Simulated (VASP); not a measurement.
# Be (P6/mmm) in VASP: further runs

The runs below take Be through single point, with PBEsol.

All numbers are computed with VASP 6.6.1; they aren't measurements. Logs are shortened: lines on timing, memory, paths and dates and some standing lists are left out, and cuts for length are marked.

## 1. The cell of the first run

Symmetry: P6/mmm, No. 191, hexagonal system. Conventional cell: a = 3.608 Å, b = 3.608 Å, c = 2.212 Å, α = 90.00°, β = 90.00°, γ = 120.00°. Within 2.9 Å of Be (site symmetry 6/mmm) lie 14 Be at 2.21 to 2.36 Å. Be (site symmetry -6m2) has 11 Be at 2.08 to 2.36 Å within 2.8 Å.

This isn't the form of Be at room conditions, which is hcp.

## 2. Single point, PBEsol (8.31 Å³/atom)

The input, INCAR:

```
ALGO = Normal
EDIFF = 1E-6
ENCUT = 520
GGA = PS
ISIF = 2
ISMEAR = -1
LASPH = True
LCHARG = True
LELF = True
LREAL = False
LVHAR = True
LWAVE = False
NBANDS = 10
NELM = 80
PREC = Accurate
SIGMA = 0.1
```

The input, KPOINTS:

```
k-points
0
Gamma
  12 12 16
```

The input, POSCAR:

```
Be
1.0
    3.6076851441      0.0000000000      0.0000000000
   -1.8038425720      3.1243469836      0.0000000000
    0.0000000000      0.0000000000      2.2121272489
Be
3
Direct
    1.0000000000      1.0000000000      1.0000000000
    0.3333333333      0.6666666667      0.5000000000
    0.6666666667      0.3333333333      0.5000000000
```

Potentials or basis: VASP PAW PBE potentials, release 64 (Be).

Started as:

```console
> cat potpaw_PBE.64/Be/POTCAR > POTCAR
> mpirun -np 1 vasp_std > vasp.out
```

OUTCAR:

```text
EDIFF = 1E-6
   ENCUT = 520
   GGA = PS
   ISIF = 2
   ISMEAR = -1
   LASPH = True
   LREAL = False
   NELM = 80
   PREC = Accurate

 ion  position               nearest neighbor table
   1  0.000  0.000  0.000-   2 2.36   3 2.36   2 2.36   3 2.36   2 2.36   2 2.36   3 2.36   3 2.36
                             3 2.36   3 2.36   2 2.36   2 2.36
   2  0.333  0.667  0.500-   3 2.08   3 2.08   3 2.08   1 2.36   1 2.36   1 2.36   1 2.36   1 2.36
                             1 2.36
   3  0.667  0.333  0.500-   2 2.08   2 2.08   2 2.08   1 2.36   1 2.36   1 2.36   1 2.36   1 2.36
                             1 2.36

  LATTYP: Found a hexagonal cell.
 ALAT       =     3.6076851441
 C/A-ratio  =     0.6131708174

  Lattice vectors:

 A1 = (   3.6076851441,   0.0000000000,   0.0000000000)
 A2 = (  -1.8038425720,   3.1243469836,   0.0000000000)
 A3 = (   0.0000000000,   0.0000000000,   2.2121272489)

Analysis of symmetry for initial positions (statically):
=====================================================================
 Subroutine PRICEL returns:
 Original cell was already a primitive cell.

 Routine SETGRP: Setting up the symmetry group for a
 hexagonal supercell.

 Subroutine GETGRP returns: Found 24 space group operations
 (whereof 24 operations were pure point group operations)
 out of a pool of 24 trial point group operations.

The static configuration has the point symmetry D_6h.

Analysis of symmetry for dynamics (positions and initial velocities):
=====================================================================
 Subroutine PRICEL returns:
 Original cell was already a primitive cell.

 Routine SETGRP: Setting up the symmetry group for a
 hexagonal supercell.

 Subroutine GETGRP returns: Found 24 space group operations
 (whereof 24 operations were pure point group operations)
 out of a pool of 24 trial point group operations.

The dynamic configuration has the point symmetry D_6h.

 Subroutine INISYM returns: Found 24 space group operations
 (whereof 24 operations are pure point group operations),
 and found     1 'primitive' translations

----------------------------------------------------------------------------------------

                                     Primitive cell

  volume of cell :      24.9343

  direct lattice vectors                    reciprocal lattice vectors
     3.607685144  0.000000000  0.000000000     0.277186051  0.160033441  0.000000000
    -1.803842572  3.124346984  0.000000000     0.000000000  0.320066883  0.000000000
     0.000000000  0.000000000  2.212127249     0.000000000  0.000000000  0.452053561

  length of vectors
     3.607685144  3.607685144  2.212127249     0.320066883  0.320066883  0.452053561

  position of ions in fractional coordinates (direct lattice)
     0.000000000  0.000000000  0.000000000
     0.333333333  0.666666667  0.500000000
     0.666666667  0.333333333  0.500000000

  ion indices of the primitive-cell ions
   primitive index   ion index
                 1           1
                 2           2
                 3           3

----------------------------------------------------------------------------------------

 KPOINTS: k-points

Automatic generation of k-mesh.
 Grid dimensions read from file:
 generate k-points for:   12   12   16

 Generating k-lattice:

  Cartesian coordinates                     Fractional coordinates (reciprocal lattice)
     0.023098838  0.013336120  0.000000000     0.083333333 -0.000000000  0.000000000
     0.000000000  0.026672240  0.000000000     0.000000000  0.083333333  0.000000000
     0.000000000  0.000000000  0.028253348     0.000000000  0.000000000  0.062500000

  Length of vectors
     0.026672240  0.026672240  0.028253348

  Shift w.r.t. Gamma in fractional coordinates (k-lattice)
     0.000000000  0.000000000  0.000000000

 Subroutine IBZKPT returns following result:
 ===========================================

 Found    171 irreducible k-points:

 Following reciprocal coordinates:
            Coordinates               Weight
  0.000000  0.000000  0.000000      1.000000
  0.083333  0.000000  0.000000      6.000000
  0.166667  0.000000  0.000000      6.000000
  0.250000 -0.000000  0.000000      6.000000
  0.333333  0.000000  0.000000      6.000000
  0.416667  0.000000  0.000000      6.000000
[... 16 lines left out ...]
  0.250000 -0.000000  0.062500     12.000000
  0.333333  0.000000  0.062500     12.000000
 [... further k-points ...]
   k-points           NKPTS =    171   k-points in BZ     NKDIM =    171   number of bands    NBANDS=     10
   number of dos      NEDOS =    301   number of ions     NIONS =      3
   total plane-waves  NPLWV =  12544
   dimension x,y,z NGX =    28 NGY =   28 NGZ =   16
   dimension x,y,z NGXF=    56 NGYF=   56 NGZF=   32
   ions per type =               3
   NGX,Y,Z   is equivalent  to a cutoff of  12.90, 12.90, 12.02 a.u.
   NGXF,Y,Z  is equivalent  to a cutoff of  25.81, 25.81, 24.05 a.u.
 SYSTEM =  unknown system
   PREC   = accura    normal or accurate (medium, high low for compatibility)
   ISTART =      0    job   : 0-new  1-cont  2-samecut
   ICHARG =      2    charge: 1-file 2-atom 10-const
   ISPIN  =      1    spin polarized calculation?
   LNONCOLLINEAR =      F non collinear calculations
   LSORBIT =      F    spin-orbit coupling
   LASPH  =      T    aspherical Exc in radial PAW
   ENCUT  =  520.0 eV  38.22 Ry    6.18 a.u.   6.71  6.71  4.11*2*pi/ulx,y,z
   NELM   =     80;   NELMIN=  2; NELMDL= -5     # of ELM steps
   EDIFF  = 0.1E-05   stopping-criterion for ELM
   LREAL  =      F    real-space projection
   EDIFFG = 0.1E-04   stopping-criterion for IOM
   NSW    =      0    number of steps for IOM
   IBRION =     -1    ionic relax: 0-MD 1-quasi-New 2-CG
   NFREE  =      0    steps in history (QN), initial steepest desc. (CG)
   ISIF   =      2    stress and relaxation
   ISYM   =      2    0-nonsym 1-usesym 2-fastsym
   POTIM  = 0.5000    time-step for ionic-motion
   TEBEG  =    0.0;   TEEND  =   0.0 temperature during run
   PSTRESS=    0.0 pullay stress
   NELECT =       6.0000    total number of electrons
   NUPDOWN=      -1.0000    fix difference up-down
   EMIN   =  10.00;   EMAX   =-10.00  energy-range for DOS
   EFERMI =   0.00;   METHOD = LEGACY
   ISMEAR =    -1;   SIGMA  =   0.10  broadening in eV -4-tet -1-fermi 0-gaus
   EFERMI_NEDOS =   21; number of points for ismear=-14 and -15
   IALGO  =     38    algorithm
   IMIX   =      4    mixing-type and parameters
     AMIX     =   0.40;   BMIX     =  1.00
     AMIX_MAG =   1.60;   BMIX_MAG =  1.00
  volume/ion in A,a.u.               =       8.31        56.09
  Fermi-wavevector in a.u.,A,eV,Ry     =   1.018261  1.924235 14.107284  1.036856
  Thomas-Fermi vector in A             =   2.151709
   LORBIT       =      0    0 simple, 1 ext, 2 COOP (PROOUT), +10 PAW based schemes
   GGA     = PS    functional components
   LHFCALC =     F    Hartree Fock is set to
   AEXX    =    0.0000 exact exchange contribution
   IVDW    =     0    specifies the selected vdW correction
   LEPSILON=     F    determine dielectric tensor
   LRPA    =     F    only Hartree local field effects (RPA)
 non-spin polarized calculation
  energy-cutoff  :      520.00
  volume of cell :       24.93
 maximum number of plane-waves:       704
 NGX is ok and might be reduce to    28
   NGX = 13   NGY = 13   NGZ =  9

 number of electron       6.0000000 magnetization

 Free energy of the ion-electron system (eV)
  ---------------------------------------------------
  ext. energy  EPLUGINS =         0.00000000
  ---------------------------------------------------
  free energy    TOTEN  =       -11.42740680 eV

  energy without entropy =      -11.40853502  energy(sigma->0) =      -11.41797091

 E-fermi :   7.2089     XC(G=0): -10.4479

 val. band max:        7.2067005662   @ k =   0.3333   0.0833   0.5000
 cond. band min:       7.2442110484   @ k =   0.0833   0.0000   0.0625
 fundamental gap:      0.0375104822
 Fermi energy:         7.2089290149

 k-point     1 :       0.0000    0.0000    0.0000
  band No.  band energies     occupation
      1      -4.4552      2.00000
      2       6.0128      1.99999
      3       6.0128      1.99999
      4       6.2270      1.99989
      5       6.2270      1.99989
      6      12.4397      0.00000
      7      12.6457      0.00000
      8      17.6224      0.00000
      9      25.9360      0.00000
     10      25.9590      0.00000

 k-point     2 :       0.0833    0.0000    0.0000
  band No.  band energies     occupation
      1      -4.3759      2.00000
      2       4.7589      2.00000
      3       4.9810      2.00000
      4       7.1426      1.32011
      5       7.4597      0.15069
      6      12.7708      0.00000
      7      12.9411      0.00000
      8      17.7168      0.00000
      9      25.5506      0.00000
     10      25.7940      0.00000

 k-point     3 :       0.1667    0.0000    0.0000
  band No.  band energies     occupation
      1      -4.1379      2.00000
      2       3.3094      2.00000
      3       4.0525      2.00000
      4       7.6476      0.02458
      5       8.9892      0.00000
      6      13.4833      0.00000
      7      14.0235      0.00000
      8      17.9988      0.00000
      9      24.4692      0.00000
     10      24.9518      0.00000
[... 248 lines left out ...]
 k-point    23 :       0.2500   -0.0000    0.0625
  band No.  band energies     occupation
      1      -3.6512      2.00000
      2       1.9993      2.00000
      3       3.4419      2.00000
      4       7.8313      0.00396
      5      10.8171      0.00000
      6      14.2709      0.00000
      7      15.5845      0.00000
      8      17.8241      0.00000
      9      23.0969      0.00000
     10      23.3782      0.00000

 k-point    24 :       0.3333    0.0000    0.0625
  band No.  band energies     occupation
      1      -3.0953      2.00000
      2       0.6914      2.00000
      3       2.9236      2.00000
      4       7.8008      0.00536
      5      12.7141      0.00000
      6      15.4048      0.00000
      7      17.4690      0.00000
      8      18.3418      0.00000
      9      21.4343      0.00000
     10      21.5873      0.00000

 [... further k-points ...]

------------------------ aborting loop because EDIFF is reached ----------------------------------------

  FORCE on cell =-STRESS in cart. coord.  units (eV):
  Direction    XX          YY          ZZ          XY          YZ          ZX
  --------------------------------------------------------------------------------------
  -------------------------------------------------------------------------------------
  Total       -0.6987209     -0.6987209     -0.4465611     -0.0000000     -0.0000000      0.0000000
  in kB      -44.8968967    -44.8968967    -28.6941546     -0.0000000     -0.0000000      0.0000000
  external PRESSURE =     -39.4959826 kB  Pullay stress =       0.0000000 kB

 VOLUME and BASIS-vectors are now :
 -----------------------------------------------------------------------------
  energy-cutoff  :      520.00
  volume of cell :       24.93
      direct lattice vectors                 reciprocal lattice vectors
     3.607685144  0.000000000  0.000000000     0.277186051  0.160033441  0.000000000
    -1.803842572  3.124346984  0.000000000     0.000000000  0.320066883  0.000000000
     0.000000000  0.000000000  2.212127249     0.000000000  0.000000000  0.452053561

 POSITION                                       TOTAL-FORCE (eV/Angst)
 -----------------------------------------------------------------------------------
      0.00000      0.00000      0.00000        -0.000000      0.000000      0.000000
     -0.00000      2.08290      1.10606         0.000000     -0.000000      0.000000
      1.80384      1.04145      1.10606        -0.000000      0.000000     -0.000000
 -----------------------------------------------------------------------------------
    total drift:                                0.000000     -0.000000     -0.000000

  FREE ENERGIE OF THE ION-ELECTRON SYSTEM (eV)
  ---------------------------------------------------
  free  energy   TOTEN  =       -11.4274067974 eV

  energy  without entropy=      -11.4085350193  energy(sigma->0) =      -11.41797091
```

Wall time 39 s (1 thread of Intel Xeon 8259CL, shared host); peak memory 0.15 GiB.

Results:

- Free energy: -11.4274 eV
- Pressure: -3.9 GPa
- Band gap on the k mesh: zero (bands 3 and 4 overlap by 4.65 eV)

Levels at points of the mesh, in eV from the Fermi level:
```csv
k point,band 1,band 2,band 3,band 4,band 5,band 6
"(0.00, 0.00, 0.00)",-11.66,-1.20,-1.20,-0.98,-0.98,5.23
"(0.50, 0.00, 0.00)",-8.84,-8.78,-4.82,0.49,9.46,9.89
"(0.00, 0.00, 0.50)",-6.33,-5.54,3.67,3.67,4.20,5.80
"(0.50, 0.00, 0.50)",-4.34,-4.25,-1.77,-0.57,1.34,3.75
```

Caveat: the cell stands under tension; the PAW data sets were made with another functional, which shifts forces and pressure a little.

## 3. Single point, PBEsol (8.63 Å³/atom)

This run uses another cell than the first one, of 8.63 Å³/atom.

The input, INCAR:

```
SYSTEM = Be
PREC = Accurate
ENCUT = 520
EDIFF = 1E-6
ISMEAR = -1
SIGMA = 0.1
LREAL = .FALSE.
LASPH = .TRUE.
NELM = 100
ALGO = Normal
ISIF = 2
LWAVE = .FALSE.
LCHARG = .FALSE.
GGA = PS
NBANDS = 10
```

The input, KPOINTS:

```
Automatic mesh
0
G
  12 12 16
  0 0 0
```

The input, POSCAR:

```
Be
1.0
    3.6533568931      0.0000000000      0.0000000000
   -1.8266784465      3.1638998785      0.0000000000
    0.0000000000      0.0000000000      2.2401318326
Be
3
Direct
    1.0000000000      1.0000000000      1.0000000000
    0.3333333333      0.6666666667      0.5000000000
    0.6666666667      0.3333333333      0.5000000000
```

Potentials or basis: VASP PAW PBE potentials, release 64 (Be).

Started as:

```console
> cat potpaw_PBE.64/Be/POTCAR > POTCAR
> mpirun -np 1 vasp_std > vasp.out
```

OUTCAR:

```text
SYSTEM = Be
   PREC = Accurate
   ENCUT = 520
   EDIFF = 1E-6
   ISMEAR = -1
   LREAL = .FALSE.
   LASPH = .TRUE.
   NELM = 100
   ISIF = 2
   GGA = PS

 ion  position               nearest neighbor table
   1  0.000  0.000  0.000-
   2  0.333  0.667  0.500-   3 2.11   3 2.11   3 2.11
   3  0.667  0.333  0.500-   2 2.11   2 2.11   2 2.11

  LATTYP: Found a hexagonal cell.
 ALAT       =     3.6533568931
 C/A-ratio  =     0.6131708175

  Lattice vectors:

 A1 = (   3.6533568931,   0.0000000000,   0.0000000000)
 A2 = (  -1.8266784465,   3.1638998785,   0.0000000000)
 A3 = (   0.0000000000,   0.0000000000,   2.2401318326)

Analysis of symmetry for initial positions (statically):
=====================================================================
 Subroutine PRICEL returns:
 Original cell was already a primitive cell.

 Routine SETGRP: Setting up the symmetry group for a
 hexagonal supercell.

 Subroutine GETGRP returns: Found 24 space group operations
 (whereof 24 operations were pure point group operations)
 out of a pool of 24 trial point group operations.

[... 174 lines left out ...]
      2       5.7540      1.99997
      3       5.7540      1.99997
      4       5.9612      1.99978
      5       5.9612      1.99978
      6      11.8623      0.00000
      7      12.0495      0.00000
      8      17.0215      0.00000
      9      25.0214      0.00000
     10      25.0920      0.00000
[... 287 lines left out ...]
 k-point    24 :       0.3333    0.0000    0.0625
  band No.  band energies     occupation
      1      -3.2057      2.00000
      2       0.5222      2.00000
      3       2.7440      2.00000
      4       7.3997      0.01006
      5      12.2765      0.00000
      6      14.8083      0.00000
      7      16.8694      0.00000
      8      17.6827      0.00000
      9      20.7371      0.00000
     10      20.8463      0.00000

 [... further k-points ...]

------------------------ aborting loop because EDIFF is reached ----------------------------------------

  FORCE on cell =-STRESS in cart. coord.  units (eV):
  Direction    XX          YY          ZZ          XY          YZ          ZX
  --------------------------------------------------------------------------------------
  -------------------------------------------------------------------------------------
  Total       -1.3684176     -1.3684176     -0.9416138     -0.0000000      0.0000000      0.0000000
  in kB      -84.6721963    -84.6721963    -58.2632854     -0.0000000      0.0000000      0.0000000
  external PRESSURE =     -75.8692260 kB  Pullay stress =       0.0000000 kB

 VOLUME and BASIS-vectors are now :
 -----------------------------------------------------------------------------
  energy-cutoff  :      520.00
  volume of cell :       25.89
      direct lattice vectors                 reciprocal lattice vectors
     3.653356893  0.000000000  0.000000000     0.273720863  0.158032814  0.000000000
    -1.826678447  3.163899879  0.000000000     0.000000000  0.316065627  0.000000000
     0.000000000  0.000000000  2.240131833     0.000000000  0.000000000  0.446402299

 POSITION                                       TOTAL-FORCE (eV/Angst)
 -----------------------------------------------------------------------------------
      0.00000      0.00000      0.00000        -0.000000      0.000000      0.000000
     -0.00000      2.10927      1.12007        -0.000000     -0.000000      0.000000
      1.82668      1.05463      1.12007         0.000000      0.000000     -0.000000
 -----------------------------------------------------------------------------------
    total drift:                                0.000000     -0.000000     -0.000000

  FREE ENERGIE OF THE ION-ELECTRON SYSTEM (eV)
  ---------------------------------------------------
  free  energy   TOTEN  =       -11.3925924101 eV

  energy  without entropy=      -11.3731664394  energy(sigma->0) =      -11.38287942
```

OSZICAR:

```text
N       E                     dE             d eps       ncg     rms          rms(c)
DAV:   1    -0.120268560582E+01   -0.12027E+01   -0.26885E+03  3420   0.493E+02
DAV:   2    -0.112215936568E+02   -0.10019E+02   -0.97036E+01  4860   0.817E+01
DAV:   3    -0.114299820065E+02   -0.20839E+00   -0.20382E+00  4460   0.806E+00
DAV:   4    -0.114305287870E+02   -0.54678E-03   -0.54641E-03  4568   0.407E-01
DAV:   5    -0.114305297889E+02   -0.10019E-05   -0.10017E-05  4262   0.146E-02    0.132E+00
DAV:   6    -0.114037538750E+02    0.26776E-01   -0.46594E-03  4270   0.516E-01    0.795E-01
DAV:   7    -0.113926906366E+02    0.11063E-01   -0.47025E-03  4460   0.485E-01    0.831E-02
DAV:   8    -0.113925931583E+02    0.97478E-04   -0.19318E-04  4436   0.741E-02    0.109E-02
DAV:   9    -0.113925920674E+02    0.10909E-05   -0.54147E-06  4414   0.146E-02    0.227E-03
DAV:  10    -0.113925924101E+02   -0.34267E-06   -0.58450E-07  2568   0.294E-03
   1 F= -.11392592E+02 E0= -.11382879E+02  d E =-.194260E-01
```

stdout:

```text
POSCAR found type information on POSCAR Be
 POSCAR found :  1 types and       3 ions
 scaLAPACK will be used
 -----------------------------------------------------------------------------
|                                                                             |
|                                                                             |
|     You enforced a specific xc type in the INCAR file but a different       |
|     I HOPE YOU KNOW WHAT YOU ARE DOING!                                     |
|                                                                             |
 -----------------------------------------------------------------------------

 LDA part: xc-table for (Slater+PW92), standard interpolation
 POSCAR, INCAR and KPOINTS ok, starting setup
 FFT: planning ... GRIDC
 FFT: planning ... GRID_SOFT
 FFT: planning ... GRID
 WAVECAR not read
 entering main loop
```

It took 38 s on 1 thread of Intel Xeon 8259CL, shared host; peak memory 0.16 GiB.

What came out:

```yaml
Free_energy: -11.3926 eV
Pressure: -7.6 GPa
Band_gap_on_the_k_mesh: zero (bands 3 and 4 overlap by 4.51 eV)
```

Levels at points of the mesh, in eV from the Fermi level:
```
           k point  band 1  band 2  band 3  band 4  band 5  band 6  band 7
(0.00, 0.00, 0.00)  -11.42   -1.12   -1.12   -0.91   -0.91    4.99    5.18
(0.50, 0.00, 0.00)   -8.64   -8.57   -4.64    0.41    9.25    9.67   10.63
(0.00, 0.00, 0.50)   -6.14   -5.42    3.60    3.60    4.12    5.68    5.68
(0.50, 0.00, 0.50)   -4.20   -4.09   -1.70   -0.61    1.34    3.71    5.31
```

Caveat: the cell stands under tension; the PAW data sets were made with another functional, which shifts forces and pressure a little.
